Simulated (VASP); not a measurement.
Wanted: the native input for a VASP 6.6.1 run.

```yaml
Task: single point
Functional: LDA
Potentials_or_basis: VASP PAW LDA potentials, release 64 (C)
Cutoff: 520 eV
k_mesh: 14 × 14 × 14
Occupations: gaussian, width 0.05 eV
Spin: no spin polarisation
Dipole_correction: no
Further_INCAR_settings: ALGO = Normal; EDIFF = 1e-06; NBANDS = 11
```

The structure of C lies in POSCAR:

```
C
1.0
    0.0000000000      2.1589050000      3.3480000000
    1.2464200000      0.0000000000      3.3480000000
    1.2464200000      2.1589050000      0.0000000000
C
2
Direct
    0.1666700000      0.8333300000      0.1666700000
    0.8333300000      0.1666700000      0.8333300000
```

This cell differs from its parent crystal: strain +0.015 along x and y, +0.000 along z.

The input as run:

INCAR

```
ALGO = Normal
EDIFF = 1E-6
ENCUT = 520
ISIF = 2
ISMEAR = 0
LASPH = T
LCHARG = T
LELF = T
LREAL = F
LVHAR = T
LWAVE = F
NBANDS = 11
NELM = 60
PREC = Accurate
SIGMA = 0.05
```

KPOINTS

```
k-points
0
Gamma
  14 14 14
```

Potentials or basis: VASP PAW LDA potentials, release 64 (C).

Run with:

```console
$ cat potpaw_LDA.64/C/POTCAR > POTCAR
$ mpirun -np 1 vasp_std > vasp.out
```

It gave:

```json
{
  "Pressure": "-14.6 GPa",
  "Largest force": "0.036 eV/Å",
  "Band gap on the k mesh": "0.27 eV, indirect (least direct gap 0.34 eV)"
}
```

Caveat: the cell differs from its parent crystal (strain +0.015 along x and y, +0.000 along z).

Wall time 59 s on 1 thread of Intel(R) Xeon(R) 6975P-C (Granite Rapids), on a shared host, peak memory 0.17 GiB.
